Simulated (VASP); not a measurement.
Here is a VASP 6.6.1 calculation.

Contents of INCAR:

```
SYSTEM = Ni
  PREC = Accurate
  ENCUT = 520
  EDIFF = 1E-6
  ISMEAR = -1
  SIGMA = 0.05
  LREAL = .FALSE.
  LASPH = .TRUE.
  NELM = 150
  ALGO = Normal
  ISIF = 2
  LWAVE = .FALSE.
  LCHARG = .FALSE.
  ISPIN = 2
  MAGMOM = -0.616 -0.616 -0.63 -0.63
  LORBIT = 11
  LMAXMIX = 4
  NBANDS = 32
```

KPOINTS

```
regular mesh
0
G
  17 17 5
  0 0 0
```

Contents of POSCAR:

```
Ni
1.0
    2.5113800135      0.0000000000      0.0000000000
   -1.2556900067      2.1749188902      0.0000000000
    0.0000000000      0.0000000000      8.2338473355
Ni
4
Direct
    0.0000000000      0.0000000000      1.0000000000
    0.0000000000      0.0000000000      0.5000000000
    0.3333333333      0.6666666667      0.2500000000
    0.6666666667      0.3333333333      0.7500000000
```

Potentials or basis: VASP PAW LDA potentials, release 64 (Ni).

Command:

```sh
$ cat potpaw_LDA.64/Ni/POTCAR > POTCAR
$ mpirun -np 1 vasp_std > vasp.out
```

(1) What does it give for the net moment?

(2) Predict the pressure.

(3) Estimate the site moments.

Results:

(1) -2.45 μB per cell.

(2) -21.5 GPa.

(3) Ni -0.61, -0.62 μB.
